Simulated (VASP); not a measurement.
Write the native input for VASP 6.6.1 that does the following.

| Quantity | Value |
| --- | --- |
| Task | single point |
| Functional | LDA |
| Potentials or basis | VASP PAW LDA potentials, release 64 (Ga_d, N) |
| Cutoff | 520 eV |
| k mesh | 8 × 8 × 4 |
| Occupations | gaussian, width 0.01 eV |
| Spin | no spin polarisation |
| Dipole correction | no |
| Further INCAR settings | ALGO = Normal; EDIFF = 1e-06; NBANDS = 26 |

The structure of GaN lies in POSCAR:

```
GaN
1.0
    3.1675736490      0.0000000000      0.0000000000
   -1.5837868245      2.7431992484      0.0000000000
    0.0000000000      0.0000000000      5.1259197476
Ga N
2 2
Direct
    0.3333333333      0.6666666667     -0.0013369312
    0.6666666667      0.3333333333      0.4986630688
    0.3333333333      0.6666666667      0.3763369312
    0.6666666667      0.3333333333      0.8763369312
```

This cell differs from its parent crystal: film at in-plane strain +0.005.

One way to write it, as run:

INCAR

```
SYSTEM = GaN
PREC = Accurate
ENCUT = 520
EDIFF = 1E-6
ISMEAR = 0
SIGMA = 0.01
LREAL = .FALSE.
LASPH = .TRUE.
NELM = 60
ALGO = Normal
ISIF = 2
LWAVE = .FALSE.
LCHARG = .FALSE.
NBANDS = 26
```

KPOINTS

```
Automatic mesh
0
G
  8 8 4
  0 0 0
```

Potentials or basis: VASP PAW LDA potentials, release 64 (Ga_d, N).

The run is started by

```bash
$ cat potpaw_LDA.64/Ga_d/POTCAR potpaw_LDA.64/N/POTCAR > POTCAR
$ mpirun -np 1 vasp_std > vasp.out
```

Results of the run:

```json
{"Pressure": "-0.4 GPa", "Band gap on the k mesh": "2.12 eV, direct"}
```

Caveat: the cell differs from its parent crystal (film at in-plane strain +0.005).

It took 12 s on 1 thread of Intel(R) Xeon(R) 6975P-C (Granite Rapids) (shared host), peak memory 0.15 GiB.
